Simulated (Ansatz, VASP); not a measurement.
## HfN: VASP beside Ansatz

INCAR

```
SYSTEM = HfN
PREC = Accurate
ENCUT = 520
EDIFF = 1E-6
ISMEAR = 0
SIGMA = 0.05
LREAL = .False.
LASPH = .True.
NELM = 100
ALGO = Normal
ISIF = 2
LWAVE = .False.
LCHARG = .False.
GGA = PS
NBANDS = 14
```

KPOINTS

```
Automatic mesh
0
Gamma
  12 12 12
  0 0 0
```

The input POSCAR:

```
HfN
1.0
    2.7717066961      0.0000000000      0.0000000000
    0.0000000000      2.7717066961      0.0000000000
    0.0000000000      0.0000000000      2.7717066961
Hf N
1 1
Direct
    0.0000000000      0.0000000000      0.0000000000
    0.5000000000      0.5000000000      0.5000000000
```

Input for Ansatz:

```yaml
crystal:
  lattice:
    - [2.7717066961, 0.0, 0.0]
    - [0.0, 2.7717066961, 0.0]
    - [0.0, 0.0, 2.7717066961]
  atoms:
    - { symbol: Hf, position: [0.0, 0.0, 0.0] }
    - { symbol: "N", position: [0.5, 0.5, 0.5] }
basis:
  ecutwfc: 420
  ecutrho_ratio: 4
kpoints:
  mp_grid: { grid: [12, 12, 12] }
hamiltonian:
  xc: pbesol
scf:
  occupations: { method: gaussian, width: 0.05 }
output:
  forces: true
  stress: true
  eigenvalues: true
```

Alike in both runs: task single point; functional PBEsol; k mesh 12 × 12 × 12; occupations gaussian, width 0.05 eV; no spin polarisation.

```csv
,VASP,Ansatz
version,VASP 6.6.1,Ansatz 0.2.0
potentials or method,"VASP PAW PBE potentials, release 64 (Hf_pv, N), cutoff 520 eV","scalar-relativistic, plane waves, PAW"
valence electrons in the cell,15,31
```

Ansatz gave:

```
gap on the k mesh at the Fermi level (eV) : none
pressure (GPa)                            : 5.5
```

**Question.** Which values does VASP return?

**Answer.** gap on the k mesh at the Fermi level (eV): none; pressure (GPa): 2.8.

VASP's potentials were made for PBE, not for PBEsol. A gap of «none» marks a metal or a gap that the smearing closes. VASP's potentials hold 15 valence electrons a cell and Ansatz's 31, so a difference there can come from the potentials and not from the codes.

Spin-orbit coupling is off throughout.
